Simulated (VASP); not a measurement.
# TiW3 (P-6m2) in VASP: further runs, part 2 of 2

VASP 6.6.1. Earlier steps stand in the parts before.

## 4. Single point, PBE

This run uses another cell than the first one, of the same volume but with other edges.

INCAR reads:

```
PREC = Accurate
ENCUT = 520
EDIFF = 1E-6
ISMEAR = 0
SIGMA = 0.1
LREAL = False
LASPH = True
NELM = 100
ALGO = Fast
ISIF = 2
LWAVE = False
LCHARG = True
GGA = PE
LELF = True
LVHAR = True
NBANDS = 35
```

KPOINTS reads:

```
regular mesh
0
Gamma
  18 18 6
```

POSCAR reads:

```
TiW3
1.0
    2.7852962121      0.0000000000      0.0000000000
   -1.3926481061      2.4121372767      0.0000000000
    0.0000000000      0.0000000000      9.8687927146
Ti W
1 3
Direct
    0.3333333333      0.6666666667      0.5000000000
    0.3333333333      0.6666666667      0.0000000000
    0.6666666667      0.3333333333      0.2499261449
    0.6666666667      0.3333333333      0.7500738551
```

Potentials or basis: VASP PAW PBE potentials, release 64 (Ti_sv, W_sv).

Run with:

```
> cat potpaw_PBE.64/Ti_sv/POTCAR potpaw_PBE.64/W_sv/POTCAR > POTCAR
> mpirun -np 1 vasp_std > vasp.out
```

OUTCAR:

```text
PREC = Accurate
   ENCUT = 520
   EDIFF = 1E-6
   ISMEAR = 0
   LREAL = False
   LASPH = True
   NELM = 100
   ISIF = 2
   GGA = PE

 ion  position               nearest neighbor table
   1  0.333  0.667  0.500-   3 2.95   4 2.95   3 2.95   4 2.95   3 2.95   4 2.95
   2  0.333  0.667  0.000-   3 2.94   4 2.94   3 2.94   4 2.94   3 2.94   4 2.94
   3  0.667  0.333  0.250-   2 2.94   2 2.94   2 2.94   1 2.95   1 2.95   1 2.95
   4  0.667  0.333  0.750-   2 2.94   2 2.94   2 2.94   1 2.95   1 2.95   1 2.95

  LATTYP: Found a hexagonal cell.
 ALAT       =     2.7852962121
 C/A-ratio  =     3.5431752902

  Lattice vectors:

 A1 = (   2.7852962121,   0.0000000000,   0.0000000000)
 A2 = (  -1.3926481061,   2.4121372767,   0.0000000000)
 A3 = (   0.0000000000,   0.0000000000,   9.8687927146)

Analysis of symmetry for initial positions (statically):
=====================================================================
 Subroutine PRICEL returns:
 Original cell was already a primitive cell.

 Routine SETGRP: Setting up the symmetry group for a
 hexagonal supercell.

[... 170 lines left out ...]
  energy without entropy =      -45.02268295  energy(sigma->0) =      -45.03781519

 E-fermi :  10.0226     XC(G=0): -12.9597

 val. band max:       10.0224561837   @ k =   0.2778   0.0000   0.3333
 cond. band min:      10.0265574981   @ k =   0.1111  -0.0000   0.1667
 fundamental gap:      0.0041013144
 Fermi energy:        10.0226273407

 k-point     1 :       0.0000    0.0000    0.0000
  band No.  band energies     occupation
      1     -63.7819      2.00000
      2     -63.6984      2.00000
      3     -63.6911      2.00000
      4     -46.5435      2.00000
      5     -28.3562      2.00000
      6     -27.9922      2.00000
[... 901 lines left out ...]
     34      13.9847      0.00000
     35      14.2846      0.00000

 [... further k-points ...]

------------------------ aborting loop because EDIFF is reached ----------------------------------------

  FORCE on cell =-STRESS in cart. coord.  units (eV):
  Direction    XX          YY          ZZ          XY          YZ          ZX
  --------------------------------------------------------------------------------------
  -------------------------------------------------------------------------------------
  Total        0.1117328      0.1117328      0.0691348     -0.0000000      0.0000000      0.0000000
  in kB        2.6999378      2.6999378      1.6705899     -0.0000000      0.0000000      0.0000000
  external PRESSURE =       2.3568218 kB  Pullay stress =       0.0000000 kB

 VOLUME and BASIS-vectors are now :
 -----------------------------------------------------------------------------
  energy-cutoff  :      520.00
  volume of cell :       66.30
      direct lattice vectors                 reciprocal lattice vectors
     2.785296212  0.000000000  0.000000000     0.359028241  0.207285052  0.000000000
    -1.392648106  2.412137277  0.000000000     0.000000000  0.414570103  0.000000000
     0.000000000  0.000000000  9.868792715     0.000000000  0.000000000  0.101329517

 POSITION                                       TOTAL-FORCE (eV/Angst)
 -----------------------------------------------------------------------------------
     -0.00000      1.60809      4.93440        -0.000000      0.000000      0.000000
     -0.00000      1.60809      0.00000        -0.000000      0.000000      0.000000
      1.39265      0.80405      2.46647         0.000000     -0.000000      0.021567
      1.39265      0.80405      7.40232         0.000000     -0.000000     -0.021567
 -----------------------------------------------------------------------------------
    total drift:                                0.000000     -0.000000      0.000000

  FREE ENERGIE OF THE ION-ELECTRON SYSTEM (eV)
  ---------------------------------------------------
  free  energy   TOTEN  =       -45.0529474173 eV

  energy  without entropy=      -45.0226829532  energy(sigma->0) =      -45.03781519
```

OSZICAR:

```text
N       E                     dE             d eps       ncg     rms          rms(c)
DAV:   1     0.713442367874E+03    0.71344E+03   -0.31018E+04 10368   0.187E+03
DAV:   2     0.306131838314E+01   -0.71038E+03   -0.69724E+03 10550   0.585E+02
DAV:   3    -0.447240640482E+02   -0.47785E+02   -0.45800E+02 15357   0.140E+02
[... 23 lines left out ...]
RMM:  27    -0.450529430240E+02   -0.20140E-05   -0.23727E-05 10885   0.167E-02    0.128E-03
RMM:  28    -0.450529447882E+02   -0.17642E-05   -0.20267E-05  9960   0.151E-02    0.166E-03
RMM:  29    -0.450529458602E+02   -0.10720E-05   -0.13380E-05  9902   0.139E-02    0.142E-03
RMM:  30    -0.450529468064E+02   -0.94620E-06   -0.11419E-05  9385   0.129E-02    0.139E-03
RMM:  31    -0.450529474173E+02   -0.61080E-06   -0.80772E-06  9187   0.121E-02
   1 F= -.45052947E+02 E0= -.45037815E+02  d E =-.302645E-01
```

Run time: 13 min. Hardware: 1 thread of Intel Xeon Platinum 8488C (Sapphire Rapids), shared host; peak memory 0.41 GiB.

Results:

* Free energy: -45.0529 eV
* Pressure: 0.2 GPa
* Largest force: 0.022 eV/Å
* Band gap on the k mesh: zero (band 27 reaches 10.78 eV, above the bottom of band 28 at 9.54 eV)

Forces on the atoms (eV/Å):
```
Ti   0.000  0.000  0.000
W    0.000  0.000  0.000
W    0.000  0.000  0.022
W    0.000  0.000 -0.022
```

Caveat: spin-orbit coupling is left out, which moves the levels of the heavy elements.

## 5. The runs side by side

| spin | cell | k mesh | gap on the mesh (eV) | pressure (GPa) | largest force (eV/Å) |
| --- | --- | --- | --- | --- | --- |
| off | a = 2.869, b = 2.869, c = 9.296 Å, angles 90.0, 90.0, 120.0°, 4 atoms | 6 × 6 × 2 | none | 0.3 | 0.27 |
| collinear, ferromagnetic start | a = 2.869, b = 2.869, c = 9.296 Å, angles 90.0, 90.0, 120.0°, 4 atoms | 6 × 6 × 2 | none | 0.2 | 0.28 |
| off | a = 2.785, b = 2.785, c = 9.869 Å, angles 90.0, 90.0, 120.0°, 4 atoms | 18 × 18 × 6 | none | 0.2 | 0.02 |

Alike in all rows: task single point; level PBE; potentials or basis VASP PAW PBE potentials, release 64 (Ti_sv, W_sv); cutoff (eV) 520; smearing gaussian 0.1 eV.

Caveats: some runs use coarse meshes; spin-orbit coupling is left out, which moves the levels of the heavy elements.

Absolute energies hang on the potentials; compare differences alone.
